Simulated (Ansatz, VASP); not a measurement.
## One calculation of RbCaH3, two programs

```xyz
5
Lattice="4.3979 0.0000 0.0000 0.0000 4.3979 0.0000 0.0000 0.0000 4.3979" Properties=species:S:1:pos:R:3 pbc="T T T"
Rb    0.0000    0.0000    0.0000
Ca    2.1990    2.1990    2.1990
H     0.0000    2.1990    2.1990
H     2.1990    0.0000    2.1990
H     2.1990    2.1990    0.0000
```

Alike in both runs: functional LDA; k mesh 6 × 6 × 6; occupations gaussian, width 0.02 eV; no spin polarisation.

Ansatz relaxed the structure, and its values are those at the end. VASP's run is a single point on that final structure, the one shown.

```csv
,VASP,Ansatz
version,VASP 6.6.1,Ansatz 0.2.0
potentials or method,"VASP PAW LDA potentials, release 64 (Rb_sv, Ca_sv, H), cutoff 520 eV","scalar-relativistic, plane waves, PAW"
valence electrons in the cell,22,22
```

```tsv
	VASP	Ansatz	Ansatz less VASP
gap on the k mesh at the Fermi level (eV)	2.82	2.83	+0.012
least direct gap on the mesh (eV)	2.82	2.83	+0.012
pressure (GPa)	0.1	0.0	-0.05
```

LDA's correlation is that of Perdew and Zunger in VASP and of Perdew and Wang (1992) in Ansatz.
